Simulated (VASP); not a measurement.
# Ti3BiO3 (P-6m2) in VASP: further runs

Ti3BiO3 is run at these levels: PBE; tasks: single point, relaxation of cell and atoms.

Everything below comes from runs of VASP 6.6.1. Logs are shortened: lines on timing, memory, paths and dates and some standing lists are left out, and cuts for length are marked.

**1. The cell of the first run**

It takes space group P-6m2 (No. 187, hexagonal). Conventional cell: a = 7.135 Å, b = 7.135 Å, c = 2.869 Å, α = 90.00°, β = 90.00°, γ = 120.00°. Within 3.0 Å of Ti (site symmetry mm2) lie 4 O at 2.08 Å and 4 Ti at 2.60 to 2.87 Å and 2 Bi at 2.98 Å. Bi (site symmetry -6m2) has 2 Bi at 2.87 Å and 6 Ti at 2.98 Å and 6 O at 3.61 Å within 3.8 Å. O (site symmetry mm2) has 4 Ti at 2.08 Å and 4 O at 2.60 to 2.87 Å within 2.9 Å.

**2. Single point, PBE, collinear spin**

File INCAR:

```
SYSTEM = Ti3BiO3
  PREC = Accurate
  ENCUT = 520
  EDIFF = 1E-6
  ISMEAR = 0
  SIGMA = 0.15
  LREAL = .False.
  LASPH = .True.
  NELM = 150
  ALGO = Normal
  ISIF = 2
  LWAVE = .False.
  LCHARG = .True.
  ISPIN = 2
  MAGMOM = 1 1 1 0 0 0 0
  LORBIT = 11
  LMAXMIX = 4
  GGA = PE
  LELF = .True.
  LVHAR = .True.
  NBANDS = 48
```

File KPOINTS:

```
Automatic mesh
0
Gamma
  2 2 4
  0 0 0
```

File POSCAR:

```
Ti3BiO3
1.0
    7.1349258111      0.0000000000      0.0000000000
   -3.5674629055      6.1790270065      0.0000000000
    0.0000000000      0.0000000000      2.8694109554
Ti Bi O
3 1 3
Direct
    0.5766749555      0.7883374777      0.5000000000
    0.2116625223      0.7883374777      0.5000000000
    0.2116625223      0.4233250445      0.5000000000
    0.0000000000      0.0000000000      0.0000000000
    0.4549081903     -0.0901836195      0.0000000000
    0.0901836195      0.5450918097      0.0000000000
    0.4549081903      0.5450918097      0.0000000000
```

Potentials or basis: VASP PAW PBE potentials, release 64 (Ti_sv, Bi_d, O).

Started as:

```console
cat potpaw_PBE.64/Ti_sv/POTCAR potpaw_PBE.64/Bi_d/POTCAR potpaw_PBE.64/O/POTCAR > POTCAR
mpirun -np 1 vasp_std > vasp.out
```

OUTCAR:

```text
SYSTEM = Ti3BiO3
   PREC = Accurate
   ENCUT = 520
   EDIFF = 1E-6
   ISMEAR = 0
   LREAL = .False.
   LASPH = .True.
   NELM = 150
   ISIF = 2
   ISPIN = 2
   LORBIT = 11
   GGA = PE

 ion  position               nearest neighbor table
   1  0.577  0.788  0.500-   7 2.08   7 2.08   5 2.08   5 2.08   3 2.60   2 2.60   4 2.98   4 2.98

   2  0.212  0.788  0.500-   6 2.08   6 2.08   5 2.08   5 2.08   3 2.60   1 2.60   4 2.98   4 2.98

   3  0.212  0.423  0.500-   6 2.08   6 2.08   7 2.08   7 2.08   2 2.60   1 2.60   4 2.98   4 2.98

   4  0.000  0.000  0.000-   3 2.98   3 2.98   1 2.98   1 2.98   2 2.98   2 2.98
   5  0.455  0.910  0.000-   1 2.08   1 2.08   2 2.08   2 2.08
   6  0.090  0.545  0.000-   2 2.08   2 2.08   3 2.08   3 2.08
   7  0.455  0.545  0.000-   1 2.08   1 2.08   3 2.08   3 2.08

  LATTYP: Found a hexagonal cell.
 ALAT       =     7.1349258111
 C/A-ratio  =     0.4021640913

  Lattice vectors:

 A1 = (   7.1349258111,   0.0000000000,   0.0000000000)
 A2 = (  -3.5674629055,   6.1790270065,   0.0000000000)
 A3 = (   0.0000000000,   0.0000000000,   2.8694109554)

Analysis of symmetry for initial positions (statically):
=====================================================================
 Subroutine PRICEL returns:
 Original cell was already a primitive cell.

 Routine SETGRP: Setting up the symmetry group for a
 hexagonal supercell.

 Subroutine GETGRP returns: Found 12 space group operations
 (whereof 12 operations were pure point group operations)
 out of a pool of 24 trial point group operations.

The static configuration has the point symmetry D_3h.

Analysis of symmetry for dynamics (positions and initial velocities):
=====================================================================
 Subroutine PRICEL returns:
 Original cell was already a primitive cell.

 Routine SETGRP: Setting up the symmetry group for a
 hexagonal supercell.

 Subroutine GETGRP returns: Found 12 space group operations
 (whereof 12 operations were pure point group operations)
 out of a pool of 24 trial point group operations.

The dynamic configuration has the point symmetry D_3h.

Analysis of structural, dynamic, and magnetic symmetry:
=====================================================================
 Subroutine PRICEL returns:
 Original cell was already a primitive cell.

 Routine SETGRP: Setting up the symmetry group for a
 hexagonal supercell.

 Subroutine GETGRP returns: Found 12 space group operations
 (whereof 12 operations were pure point group operations)
 out of a pool of 24 trial point group operations.

The overall configuration has the point symmetry D_3h.

 Subroutine INISYM returns: Found 12 space group operations
 (whereof 12 operations are pure point group operations),
 and found     1 'primitive' translations

----------------------------------------------------------------------------------------

                                     Primitive cell

  volume of cell :     126.5034

  direct lattice vectors                    reciprocal lattice vectors
     7.134925811  0.000000000  0.000000000     0.140155627  0.080918889  0.000000000
    -3.567462905  6.179027007  0.000000000     0.000000000  0.161837778  0.000000000
     0.000000000  0.000000000  2.869410955     0.000000000  0.000000000  0.348503583

  length of vectors
     7.134925811  7.134925811  2.869410955     0.161837778  0.161837778  0.348503583

  position of ions in fractional coordinates (direct lattice)
     0.576674956  0.788337478  0.500000000
     0.211662522  0.788337478  0.500000000
     0.211662522  0.423325044  0.500000000
     0.000000000  0.000000000  0.000000000
     0.454908190  0.909816380  0.000000000
     0.090183620  0.545091810  0.000000000
     0.454908190  0.545091810  0.000000000

  ion indices of the primitive-cell ions
   primitive index   ion index
                 1           1
                 2           2
                 3           3
[... 35 lines left out ...]
  0.000000  0.000000  0.250000      2.000000
  0.500000  0.000000  0.250000      6.000000
  0.000000  0.000000  0.500000      1.000000
  0.500000  0.000000  0.500000      3.000000
   k-points           NKPTS =      6   k-points in BZ     NKDIM =      6   number of bands    NBANDS=     48
   number of dos      NEDOS =    301   number of ions     NIONS =      7
   total plane-waves  NPLWV =  69984
   dimension x,y,z NGX =    54 NGY =   54 NGZ =   24
   dimension x,y,z NGXF=   108 NGYF=  108 NGZF=   48
   ions per type =               3   1   3
   NGX,Y,Z   is equivalent  to a cutoff of  12.58, 12.58, 13.90 a.u.
   NGXF,Y,Z  is equivalent  to a cutoff of  25.16, 25.16, 27.81 a.u.
 SYSTEM =  Ti3BiO3
   PREC   = accura    normal or accurate (medium, high low for compatibility)
   ISTART =      0    job   : 0-new  1-cont  2-samecut
   ICHARG =      2    charge: 1-file 2-atom 10-const
   ISPIN  =      2    spin polarized calculation?
   LNONCOLLINEAR =      F non collinear calculations
   LSORBIT =      F    spin-orbit coupling
   LASPH  =      T    aspherical Exc in radial PAW
   ENCUT  =  520.0 eV  38.22 Ry    6.18 a.u.  13.27 13.27  5.34*2*pi/ulx,y,z
   NELM   =    150;   NELMIN=  2; NELMDL= -5     # of ELM steps
   EDIFF  = 0.1E-05   stopping-criterion for ELM
   LREAL  =      F    real-space projection
   EDIFFG = 0.1E-04   stopping-criterion for IOM
   NSW    =      0    number of steps for IOM
   IBRION =     -1    ionic relax: 0-MD 1-quasi-New 2-CG
   NFREE  =      0    steps in history (QN), initial steepest desc. (CG)
   ISIF   =      2    stress and relaxation
   ISYM   =      2    0-nonsym 1-usesym 2-fastsym
   POTIM  = 0.5000    time-step for ionic-motion
   TEBEG  =    0.0;   TEEND  =   0.0 temperature during run
   PSTRESS=    0.0 pullay stress
   NELECT =      69.0000    total number of electrons
   NUPDOWN=      -1.0000    fix difference up-down
   EMIN   =  10.00;   EMAX   =-10.00  energy-range for DOS
   EFERMI =   0.00;   METHOD = LEGACY
   ISMEAR =     0;   SIGMA  =   0.15  broadening in eV -4-tet -1-fermi 0-gaus
   EFERMI_NEDOS =   21; number of points for ismear=-14 and -15
   IALGO  =     38    algorithm
   IMIX   =      4    mixing-type and parameters
     AMIX     =   0.40;   BMIX     =  1.00
     AMIX_MAG =   1.60;   BMIX_MAG =  1.00
  volume/ion in A,a.u.               =      18.07       121.96
  Fermi-wavevector in a.u.,A,eV,Ry     =   1.337592  2.527683 24.342906  1.789153
  Thomas-Fermi vector in A             =   2.466129
   LORBIT       =     11    0 simple, 1 ext, 2 COOP (PROOUT), +10 PAW based schemes
   GGA     = PE    functional components
   LHFCALC =     F    Hartree Fock is set to
   AEXX    =    0.0000 exact exchange contribution
   IVDW    =     0    specifies the selected vdW correction
   LEPSILON=     F    determine dielectric tensor
   LRPA    =     F    only Hartree local field effects (RPA)
 spin polarized calculation
 Gauss-broadening in eV      SIGMA  =   0.15
  energy-cutoff  :      520.00
  volume of cell :      126.50
 maximum number of plane-waves:      3424
 NGX is ok and might be reduce to    54
   NGX = 27   NGY = 27   NGZ = 11

 number of electron      69.0000013 magnetization       0.0003810

 number of electron      69.0000013 magnetization      -0.0000013

 Free energy of the ion-electron system (eV)
  ---------------------------------------------------
  ext. energy  EPLUGINS =         0.00000000
  ---------------------------------------------------
  free energy    TOTEN  =       -55.27132223 eV

  energy without entropy =      -55.22893937  energy(sigma->0) =      -55.25013080

 E-fermi :   5.8507     XC(G=0):  -9.4390

 val. band max:        5.8264383748   @ k =   0.5000   0.0000   0.2500
 cond. band min:       5.9853711314   @ k =   0.0000   0.0000   0.5000
 fundamental gap:      0.1589327566
 Fermi energy:         5.8507346180

 spin component 1

 k-point     1 :       0.0000    0.0000    0.0000
  band No.  band energies     occupation
      1     -52.0408      1.00000
      2     -51.9309      1.00000
      3     -51.9309      1.00000
      4     -28.6265      1.00000
      5     -28.6265      1.00000
      6     -28.5851      1.00000
[... 283 lines left out ...]
     45       8.3846      0.00000
     46       9.1807      0.00000
 Fermi energy:         5.8507346180

 spin component 2

 k-point     1 :       0.0000    0.0000    0.0000
  band No.  band energies     occupation
      1     -52.0408      1.00000
      2     -51.9309      1.00000
      3     -51.9309      1.00000
      4     -28.6265      1.00000
      5     -28.6265      1.00000
      6     -28.5851      1.00000
[... 283 lines left out ...]
     45       8.3846      0.00000
     46       9.1807      0.00000
 [bands above 46 left out]

------------------------ aborting loop because EDIFF is reached ----------------------------------------

  FORCE on cell =-STRESS in cart. coord.  units (eV):
  Direction    XX          YY          ZZ          XY          YZ          ZX
  --------------------------------------------------------------------------------------
  -------------------------------------------------------------------------------------
  Total        0.6895975      0.6895975      0.5938608      0.0000000      0.0000000      0.0000000
  in kB        8.7338146      8.7338146      7.5213003      0.0000000      0.0000000      0.0000000
  external PRESSURE =       8.3296432 kB  Pullay stress =       0.0000000 kB

 VOLUME and BASIS-vectors are now :
 -----------------------------------------------------------------------------
  energy-cutoff  :      520.00
  volume of cell :      126.50
      direct lattice vectors                 reciprocal lattice vectors
     7.134925811  0.000000000  0.000000000     0.140155627  0.080918889  0.000000000
    -3.567462905  6.179027007  0.000000000     0.000000000  0.161837778  0.000000000
     0.000000000  0.000000000  2.869410955     0.000000000  0.000000000  0.348503583

 POSITION                                       TOTAL-FORCE (eV/Angst)
 -----------------------------------------------------------------------------------
      1.30217      4.87116      1.43471         0.066015      0.038114      0.000000
     -1.30217      4.87116      1.43471        -0.066015      0.038114      0.000000
      0.00000      2.61574      1.43471        -0.000000     -0.076228     -0.000000
      0.00000      0.00000      0.00000         0.000000     -0.000000      0.000000
      0.00000      5.62178      0.00000         0.000000      0.036324     -0.000000
     -1.30114      3.36814      0.00000        -0.031457     -0.018162      0.000000
      1.30114      3.36814      0.00000         0.031457     -0.018162      0.000000
 -----------------------------------------------------------------------------------
    total drift:                               -0.000004      0.000002      0.000000

  FREE ENERGIE OF THE ION-ELECTRON SYSTEM (eV)
  ---------------------------------------------------
  free  energy   TOTEN  =       -55.2713222271 eV

  energy  without entropy=      -55.2289393671  energy(sigma->0) =      -55.25013080

 total charge

# of ion       s       p       d       tot
------------------------------------------
    1        2.174   6.157   1.970  10.300
    2        2.174   6.157   1.970  10.300
    3        2.174   6.157   1.970  10.300
    4        1.447   1.736   9.937  13.120
    5        1.564   3.444   0.000   5.008
    6        1.564   3.444   0.000   5.008
    7        1.564   3.444   0.000   5.008
--------------------------------------------------
tot         12.659  30.539  15.846  59.044

 magnetization (x)

# of ion       s       p       d       tot
------------------------------------------
    1        0.000   0.000   0.000   0.000
    2        0.000   0.000   0.000   0.000
    3        0.000   0.000   0.000   0.000
    4       -0.000  -0.000   0.000  -0.000
    5        0.000  -0.000   0.000  -0.000
    6        0.000  -0.000   0.000  -0.000
    7        0.000  -0.000   0.000  -0.000
--------------------------------------------------
tot          0.000  -0.000   0.000  -0.000
```

Wall time 63 s (1 thread of AMD EPYC 9R45 (Zen 5), shared host); peak memory 0.29 GiB.

What came out:

```yaml
Free_energy: -55.2713 eV
Pressure: 0.8 GPa
Largest_force: 0.076 eV/Å
Net_moment: 0.00 μB per cell
Valence_electrons_inside_the_program's_atomic_spheres: Ti 10.30; Bi 13.12; O 5.01
```

Forces in eV/Å, atoms in the order of the input:
```
Ti   0.066  0.038  0.000
Ti  -0.066  0.038  0.000
Ti   0.000 -0.076  0.000
Bi   0.000  0.000  0.000
O    0.000  0.036  0.000
O   -0.031 -0.018  0.000
O    0.031 -0.018  0.000
```

Caveat: the k points lie up to 0.55 Å⁻¹ apart; spin-orbit coupling is left out, which moves the levels of the heavy elements.

(Part 1 of 2 ends here.)
